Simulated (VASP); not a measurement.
Write the native input for VASP 6.6.1 that does the following.

```
Task                   : single point
Functional             : PBEsol
Potentials or basis    : VASP PAW PBE potentials, release 64 (Ti_sv, Al)
Cutoff                 : 520 eV
k mesh                 : 18 × 18 × 10
Occupations            : gaussian, width 0.15 eV
Spin                   : no spin polarisation
Dipole correction      : no
Further INCAR settings : ALGO = Normal; EDIFF = 1e-06; NBANDS = 14
```

The structure of TiAl lies in POSCAR:

```
TiAl
1.0
    2.7621000000      0.0000000000      0.0000000000
   -1.3810500000      2.3920487678      0.0000000000
    0.0000000000      0.0000000000      4.6191923846
Ti Al
1 1
Direct
    0.0000000000      0.0000000000      0.0000000000
    0.3333333333      0.6666666667      0.5000000000
```

One way to write it, as run:

INCAR

```
SYSTEM = TiAl
PREC     = Accurate       ! precision mode
ENCUT    = 520            ! plane-wave cutoff, eV
EDIFF    = 1E-6           ! SCF threshold, eV
ISMEAR   = 0              ! smearing method
SIGMA    = 0.15           ! smearing width, eV
LREAL    = .FALSE.        ! projectors in reciprocal space
LASPH    = .TRUE.         ! aspherical terms in the spheres
NELM     = 60             ! most SCF steps
ALGO     = Normal         ! electronic algorithm
ISIF     = 2              ! what is computed and relaxed
LWAVE    = .FALSE.        ! write WAVECAR
LCHARG   = .TRUE.         ! write CHGCAR
GGA      = PS             ! functional
LELF     = .TRUE.         ! ELF
LVHAR    = .TRUE.       
NBANDS   = 14             ! bands
```

KPOINTS

```
Automatic mesh
0
G
  18 18 10
  0 0 0
```

Potentials or basis: VASP PAW PBE potentials, release 64 (Ti_sv, Al).

Command:

```console
$ cat potpaw_PBE.64/Ti_sv/POTCAR potpaw_PBE.64/Al/POTCAR > POTCAR
$ mpirun -np 1 vasp_std > vasp.out
```

It gave:

```json
{"Pressure": "7.3 GPa"}
```

Caveat: the PAW data sets were made with another functional, which shifts forces and pressure a little.

Wall time 32 s on 1 thread of Intel(R) Xeon(R) 6975P-C (Granite Rapids), on a shared host, peak memory 0.22 GiB.
